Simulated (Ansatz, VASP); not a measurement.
## One calculation of CaSe, two programs

```
CELL_PARAMETERS angstrom
0.00000 2.95600 2.95600
2.95600 0.00000 2.95600
2.95600 2.95600 0.00000
ATOMIC_POSITIONS crystal
Se 0.50000 0.50000 0.50000
Ca 0.00000 0.00000 0.00000
```

Alike in both runs: functional PBEsol; k mesh 6 × 6 × 6; occupations fermi-dirac, width 0.05 eV; no spin polarisation.

|  | VASP | Ansatz |
| --- | --- | --- |
| version | VASP 6.6.1 | Ansatz 0.2.0 |
| potentials or method | VASP PAW PBE potentials, release 64 (Se, Ca_sv), cutoff 520 eV | all-electron LAPW, scalar-relativistic |
| task | single point | band structure |

```tsv
	VASP	Ansatz	Ansatz less VASP
gap on the k mesh at the Fermi level (eV)	1.92	1.93	+0.012
least direct gap on the mesh (eV)	2.87	2.88	+0.010
pressure (GPa)	-0.9	-1.1	-0.20
```

VASP's potentials were made for PBE, not for PBEsol. Ansatz ran all-electron here, and VASP with PAW potentials.
